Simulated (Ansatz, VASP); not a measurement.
Au: VASP and Ansatz over several settings

```xyz
1
Lattice="-1.6791 1.6791 1.6791 1.6791 -1.6791 1.6791 1.6791 1.6791 -1.6791" Properties=species:S:1:pos:R:3 pbc="T T T"
Au    0.0000    0.0000    0.0000
```

Single points on this cell with VASP 6.6.1 and Ansatz 0.2.0. Each row is one pair of runs. Alike in all rows: spin: off; smearing: fermi-dirac, width 0.05 eV.

```tsv
level	k mesh	VASP's potentials, cutoff	Ansatz's potentials, cutoff	gap on the k mesh at the Fermi level (eV), VASP	gap on the k mesh at the Fermi level (eV), Ansatz	pressure (GPa), VASP	pressure (GPa), Ansatz
PBEsol	11 × 11 × 11	VASP PAW PBE potentials, release 64 (Au), 520 eV	Ansatz PAW, 420 eV	none	none	-13.0	-12.8
LDA	11 × 11 × 11	VASP PAW LDA potentials, release 64 (Au), 520 eV	Ansatz PAW, 420 eV	none	none	-16.4	-16.8
r2SCAN	11 × 11 × 11	VASP PAW PBE potentials, release 64 (Au), 520 eV	Ansatz PAW, 500 eV	none	?	-8.4	?
PBE0	6 × 6 × 6	VASP PAW PBE potentials, release 64 (Au), 520 eV	Ansatz PAW, 420 eV	none	none	-8.6	-8.5
```

Question: Fill in what Ansatz gave in row 3.

Answer: gap on the k mesh at the Fermi level (eV): none; pressure (GPa): -8.5.

VASP's potentials hold 11 valence electrons a cell and Ansatz's 19, so a difference there can come from the potentials and not from the codes.

A gap of «none» marks a metal or a gap that the smearing closes.

The k mesh is coarse in some rows, so the values compare programs but aren't converged. Neither program's run includes spin-orbit coupling.
